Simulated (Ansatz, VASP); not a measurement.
**One calculation of TiO2, two programs**

```
Ti O
1.0
     2.67116   -2.67126   -0.02016
     2.67121    2.67131   -0.02021
    -2.63540   -0.00007    4.81264
Ti O
2 4
Direct
  0.13965 0.87369 0.26216
  0.88986 0.12351 0.76217
  0.34700 0.08085 0.67666
  0.68253 0.91639 0.34772
  0.93251 0.66638 0.84773
  0.09702 0.33087 0.17666
```

Alike in both runs: functional r2SCAN; k mesh 6 × 6 × 4; occupations gaussian, width 0.02 eV; no spin polarisation.

Ansatz relaxed the structure, and its values are those at the end. VASP's run is a single point on that final structure, the one shown.

|  | VASP | Ansatz |
| --- | --- | --- |
| version | VASP 6.6.1 | Ansatz 0.2.0 |
| potentials or method | VASP PAW PBE potentials, release 64 (Ti_sv, O), cutoff 520 eV | scalar-relativistic, plane waves, PAW |
| valence electrons in the cell | 48 | 48 |

VASP gave:

| Item | Value |
| --- | --- |
| gap on the k mesh at the Fermi level (eV) | 2.60 |
| least direct gap on the mesh (eV) | 2.90 |
| pressure (GPa) | 1.2 |
| rms of the force components (eV/Å) | 0.014 |

Question: Which values does Ansatz return?

Answer: gap on the k mesh at the Fermi level (eV): 2.58; least direct gap on the mesh (eV): 2.87; pressure (GPa): 0.0; rms of the force components (eV/Å): 0.001.

VASP's potentials were made for PBE, not for r2SCAN.
